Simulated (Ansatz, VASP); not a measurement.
**Two plane-wave programs on In**

```
In
1.0
    -1.86240    1.86240    1.86240
     1.86240   -1.86240    1.86240
     1.86240    1.86240   -1.86240
In
1
Direct
  0.00000 0.00000 0.00000
```

Alike in both runs: functional PBEsol; k mesh 16 × 16 × 16; occupations fermi-dirac, width 0.1 eV; no spin polarisation.

Ansatz relaxed the structure, and its values are those at the end. VASP's run is a single point on that final structure, the one shown.

|  | VASP | Ansatz |
| --- | --- | --- |
| version | VASP 6.6.1 | Ansatz 0.2.0 |
| potentials or method | VASP PAW PBE potentials, release 64 (In_d) | PAW with Ansatz's default frozen-core files, scalar-relativistic |
| plane-wave cutoff (eV) | 520 | 420 |
| valence electrons in the cell | 13 | 13 |

|  | VASP | Ansatz | Ansatz less VASP |
| --- | --- | --- | --- |
| pressure (GPa) | 0.0 | 0.0 | +0.04 |

VASP's potentials were made for PBE, not for PBEsol.
